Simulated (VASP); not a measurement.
Cu, 1 atom in the cell. It takes space group Pm-3m (No. 221, cubic). The conventional cell has a = 1.975 Å, b = 1.975 Å, c = 1.975 Å, α = 90.00°, β = 90.00°, γ = 90.00°. Cu (site symmetry m-3m) has 6 Cu at 1.98 Å within 2.6 Å. 

| Property | Result |
| --- | --- |
| Program | VASP 6.6.1 |
| Task | single point |
| Functional | PBE |
| Potentials or basis | VASP PAW PBE potentials, release 64 (Cu) |
| Cutoff | 520 eV |
| k mesh | 19 × 19 × 19 |
| Occupations | fermi-dirac, width 0.1 eV |
| Spin | no spin polarisation |
| Dipole correction | no |
| Further INCAR settings | ALGO = Normal; EDIFF = 1e-07; NBANDS = 12 |

Potentials or basis: VASP PAW PBE potentials, release 64 (Cu).

Launch:

```bash
$ cat potpaw_PBE.64/Cu/POTCAR > POTCAR
$ mpirun -np 1 vasp_std > vasp.out
```

Hardware: 1 thread of Intel Xeon 6975P-C (shared host).

Task: How long does it take, and how much memory?

Result: Run time: 7.7 s on 1 thread of Intel Xeon 6975P-C (shared host), peak memory 0.13 GiB. Counts: scf iterations 13, k points 220.
